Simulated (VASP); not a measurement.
A run of VASP 6.6.1 is set up as follows.

The input INCAR:

```
  ALGO = Normal
  EDIFF = 1E-6
  ENCUT = 520
  ISIF = 2
  ISMEAR = -1
  LASPH = True
  LCHARG = True
  LELF = True
  LREAL = False
  LVHAR = True
  LWAVE = False
  NBANDS = 14
  NELM = 80
  PREC = Accurate
  SIGMA = 0.1
```

KPOINTS

```
k-points
0
Gamma
  15 15 8
```

The input POSCAR:

```
Cl
1.0
    2.9734575482      0.0000000000      0.0000000000
   -1.4867287741      2.5750897738      0.0000000000
    0.0000000000      0.0000000000      3.8682015056
Cl
2
Direct
    0.3333333333      0.6666666667      0.2500000000
    0.6666666667      0.3333333333      0.7500000000
```

Potentials or basis: VASP PAW LDA potentials, release 64 (Cl).

Launch:

```bash
$ cat potpaw_LDA.64/Cl/POTCAR > POTCAR
$ mpirun -np 1 vasp_std > vasp.out
```

**Question.** Predict the band gap on the k mesh.

**Answer.** Zero (band 7 reaches 8.20 eV, above the bottom of band 8 at 5.06 eV).

**Question.** Estimate the pressure.

**Answer.** 22.5 GPa.

Stress tensor (GPa, compression positive):
```
22.50  0.00  0.00
 0.00 22.50  0.00
 0.00  0.00 22.62
```
